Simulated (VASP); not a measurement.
Input of a VASP 6.6.1 run:

The input POSCAR:

```
MgB2
1.0
    3.0850000000      0.0000000000      0.0000000000
   -1.5425000000      2.6716883707      0.0000000000
    0.0000000000      0.0000000000      3.5230000000
Mg B
1 2
Direct
    0.0000000000      0.0000000000      0.0000000000
    0.6666666667      0.3333333333      0.5000000000
    0.3333333333      0.6666666667      0.5000000000
```

File INCAR.step1:

```
  ALGO = Normal
  EDIFF = 1E-5
  ENCUT = 520
  GGA = PE
  ISIF = 2
  ISMEAR = -1
  LASPH = T
  LCHARG = F
  LREAL = F
  LWAVE = T
  NBANDS = 11
  NELM = 60
  PREC = Accurate
  SIGMA = 0.05
```

The input INCAR.step2:

```
  AEXX = 0.25
  ALGO = Normal
  EDIFF = 1E-7
  ENCUT = 520
  GGA = PE
  HFSCREEN = 0.3
  ISIF = 2
  ISMEAR = -1
  ISTART = 1
  LASPH = T
  LCHARG = F
  LHFCALC = T
  LREAL = F
  LWAVE = F
  NBANDS = 11
  NELM = 60
  PREC = Accurate
  PRECFOCK = Normal
  SIGMA = 0.05
```

KPOINTS

```
k-points
0
Gamma
  5 5 4
```

Potentials or basis: VASP PAW PBE potentials, release 64 (Mg, B).

The run is started by

```bash
$ cat potpaw_PBE.64/Mg/POTCAR potpaw_PBE.64/B/POTCAR > POTCAR
$ cp INCAR.step1 INCAR
$ mpirun -np 1 vasp_std > vasp.out
$ cp INCAR.step2 INCAR
$ mpirun -np 1 vasp_std > vasp.out
```

(1) Estimate the pressure.

(2) Estimate the band gap on the k mesh.

## Answers

(1) -2.9 GPa.

(2) zero (band 4 reaches 6.11 eV, above the bottom of band 5 at 3.83 eV).

Caveat: the k points lie up to 0.47 Å⁻¹ apart; the PAW data sets were made with another functional, which shifts forces and pressure a little.
